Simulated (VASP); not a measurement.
A run of VASP 6.6.1 is set up as follows.

The input INCAR:

```
SYSTEM = In2O
ALGO = Normal ; EDIFF = 1E-6
EDIFFG = -0.04 ; ENCUT = 600
GGA = PE ; IBRION = 2
ISIF = 3 ; ISMEAR = 0
LASPH = .True. ; LCHARG = .False.
LREAL = .False. ; LWAVE = .False.
NELM = 100 ; NSW = 90
PREC = Accurate ; SIGMA = 0.1
```

Contents of KPOINTS:

```
k-points
0
Gamma
  6 6 2
  0 0 0
```

File POSCAR:

```
In2O
1.0
    3.1919767400      0.0000000000      0.0000000000
   -1.5959883700      2.7643329500      0.0000000000
    0.0000000000      0.0000000000     11.0239876900
In O
4 2
Direct
    0.3333333300      0.6666666700      0.6083498000
    0.6666666700      0.3333333300      0.1083498000
    0.6666666700      0.3333333300      0.3916502000
    0.3333333300      0.6666666700      0.8916502000
    0.3333333300      0.6666666700      0.2500000000
    0.6666666700      0.3333333300      0.7500000000
```

Potentials or basis: VASP PAW PBE potentials, release 64 (In_d, O).

Launch:

```console
$ cat potpaw_PBE.64/In_d/POTCAR potpaw_PBE.64/O/POTCAR > POTCAR
$ mpirun -np 1 vasp_std > vasp.out
```

Problem. Estimate the space group after relaxing (to 0.05 Å).

Solution. P6_3/mmc (No. 194).

Problem. What does it give for the relaxed cell?

Solution. a = 3.259 Å, b = 3.259 Å, c = 13.737 Å, α = 90.00°, β = 90.00°, γ = 120.00°.

Problem. Estimate the band gap on the k mesh.

Solution. Zero (band 32 reaches 6.46 eV, above the bottom of band 33 at 5.92 eV).

Problem. What does it give for the relaxed volume?

Solution. 21.05 Å³/atom.

Final structure:
```
In O
1.0
     3.25854    0.00000    0.00000
    -1.62927    2.82198    0.00000
     0.00000    0.00000   13.73721
In O
4 2
Direct
  0.33333 0.66667 0.63350
  0.66667 0.33333 0.13350
  0.66667 0.33333 0.36650
  0.33333 0.66667 0.86650
  0.33333 0.66667 0.25000
  0.66667 0.33333 0.75000
```

Caveat: the k points lie up to 0.37 Å⁻¹ apart in the final cell; the volume moved by over 15 % at a fixed basis, so the end points are rough; spin-orbit coupling is left out, which moves the levels of the heavy elements.
